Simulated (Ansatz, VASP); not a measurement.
Given: the input of a run of Ansatz 0.2.0 on ZnS.

File input.yaml:

```yaml
crystal:
  lattice:
    - [3.812, 0.0, 0.0]
    - [-1.906, 3.3012888392, 0.0]
    - [0.0, 0.0, 18.68999]
  atoms:
    - { symbol: Zn, position: [0.3333333333, 0.6666666667, 0.83333] }
    - { symbol: Zn, position: [0.6666666667, 0.3333333333, 0.33333] }
    - { symbol: Zn, position: [0.6666666667, 0.3333333333, 0.66667] }
    - { symbol: Zn, position: [0.3333333333, 0.6666666667, 0.16667] }
    - { symbol: Zn, position: [0.0, 0.0, 0.5] }
    - { symbol: Zn, position: [0.0, 0.0, 0.0] }
    - { symbol: S, position: [0.3333333333, 0.6666666667, 0.95833] }
    - { symbol: S, position: [0.6666666667, 0.3333333333, 0.45833] }
    - { symbol: S, position: [0.6666666667, 0.3333333333, 0.79167] }
    - { symbol: S, position: [0.3333333333, 0.6666666667, 0.29167] }
    - { symbol: S, position: [0.0, 0.0, 0.625] }
    - { symbol: S, position: [0.0, 0.0, 0.125] }
hamiltonian:
  xc: revpbe
  pseudopotentials: { kind: paw }
  dispersion: d3bj
kpoints:
  mp_grid: { grid: [8, 8, 2] }
scf:
  occupations: { method: fermi_dirac, width: 0.05 }
output:
  forces: true
  stress: true
  eigenvalues: true
relax:
  f_tol: 0.01
  max_steps: 40
  cell: { stress_tol: 0.05 }
```

Potentials or basis: Ansatz PAW.

Run with:

```console
$ ansatz run input.yaml --threads 4 --pin off --max-ram 11264MiB --backend cpu --events-out ev --progress --plain --runs-dir out
```

Q: Set up the same calculation for VASP 6.6.1. Potentials there: VASP PAW PBE potentials, release 64 (Zn, S).

A: As run (the cutoff follows the program's own potentials):

INCAR

```
SYSTEM = ZnS
ALGO = Normal
EDIFF = 1E-7
EDIFFG = -0.01
ENCUT = 600
GGA = RE
IBRION = 2
ISIF = 3
ISMEAR = -1
IVDW = 12
LASPH = .True.
LCHARG = .False.
LREAL = .False.
LWAVE = .False.
NELM = 80
NSW = 60
PREC = Accurate
SIGMA = 0.05
```

The input KPOINTS:

```
k-points
0
Gamma
  8 8 2
  0 0 0
```

The input POSCAR:

```
ZnS
1.0
    3.8120000000      0.0000000000      0.0000000000
   -1.9060000000      3.3012888392      0.0000000000
    0.0000000000      0.0000000000     18.6899900000
Zn S
6 6
Direct
    0.3333333333      0.6666666667      0.8333300000
    0.6666666667      0.3333333333      0.3333300000
    0.6666666667      0.3333333333      0.6666700000
    0.3333333333      0.6666666667      0.1666700000
    0.0000000000      0.0000000000      0.5000000000
    0.0000000000      0.0000000000      0.0000000000
    0.3333333333      0.6666666667      0.9583300000
    0.6666666667      0.3333333333      0.4583300000
    0.6666666667      0.3333333333      0.7916700000
    0.3333333333      0.6666666667      0.2916700000
    0.0000000000      0.0000000000      0.6250000000
    0.0000000000      0.0000000000      0.1250000000
```

Potentials or basis: VASP PAW PBE potentials, release 64 (Zn, S).

Command:

```bash
$ cat potpaw_PBE.64/Zn/POTCAR potpaw_PBE.64/S/POTCAR > POTCAR
$ mpirun -np 1 vasp_std > vasp.out
```

Both were run:

|  | VASP | Ansatz | Ansatz less VASP |
| --- | --- | --- | --- |
| gap on the k mesh at the Fermi level, each at its own relaxed structure (eV) | 2.38 | 2.38 | +0.007 |
| relaxed volume (Å³/atom) | 19.21 | 19.16 | -0.053 |
| relaxed cell length with the largest relative difference (Å) | 3.785 | 3.781 | -0.0040 |

VASP's potentials were made for PBE, not for revPBE.

Noted on Ansatz's run: the plane-wave basis is chosen anew once the cell has moved, so the energies of steps on either side of that aren't comparable.
